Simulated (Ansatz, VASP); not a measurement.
# W: VASP beside Ansatz

Contents of INCAR:

```
PREC     = Accurate       # precision mode
ENCUT    = 520            # plane-wave cutoff, eV
EDIFF    = 1E-8           # SCF threshold, eV
ISMEAR   = -1             # smearing method
SIGMA    = 0.05           # smearing width, eV
LREAL    = F              # projectors in reciprocal space
LASPH    = T              # aspherical terms in the spheres
NELM     = 60             # most SCF steps
ALGO     = Normal         # electronic algorithm
ISIF     = 2              # what is computed and relaxed
LWAVE    = F              # write WAVECAR
LCHARG   = F              # write CHGCAR
GGA      = PS             # functional
LEFG     = T            
NBANDS   = 13             # bands
```

KPOINTS

```
regular mesh
0
Gamma
  14 14 14
```

The input POSCAR:

```
W
1.0
    0.0000000000      2.0232106516      2.0232106516
    2.0232106516      0.0000000000      2.0232106516
    2.0232106516      2.0232106516      0.0000000000
W
1
Direct
    0.0000000000      0.0000000000      0.0000000000
```

Input for Ansatz:

```yaml
crystal:
  lattice:
    - [0.0, 2.0232106516, 2.0232106516]
    - [2.0232106516, 0.0, 2.0232106516]
    - [2.0232106516, 2.0232106516, 0.0]
  atoms:
    - { symbol: W, position: [0.0, 0.0, 0.0] }
kpoints:
  mp_grid: { grid: [14, 14, 14] }
scf:
  occupations: { method: fermi_dirac, width: 0.05 }
hamiltonian:
  xc: pbesol
  pseudopotentials: { kind: all_electron, datasets: crystal }
output:
  forces: true
  stress: true
  eigenvalues: true
  efg: { contact_densities: true }
```

Change from the starting cell: volume scaled by 0.99, crystal datasets.

Alike in both runs: task electric field gradients; functional PBEsol; k mesh 14 × 14 × 14; occupations fermi-dirac, width 0.05 eV; no spin polarisation.

```csv
,VASP,Ansatz
version,VASP 6.6.1,Ansatz 0.2.0
potentials or method,"VASP PAW PBE potentials, release 64 (W_sv), cutoff 520 eV","all-electron PAW with datasets made for the crystal, scalar-relativistic"
```

VASP gave:

```
pressure (GPa) : -9.6
```

Question: Estimate Ansatz's values.

Answer: Pressure (GPa): -10.0.

VASP's potentials were made for PBE, not for PBEsol. Ansatz ran all-electron here, and VASP with PAW potentials.

Neither program's run includes spin-orbit coupling.
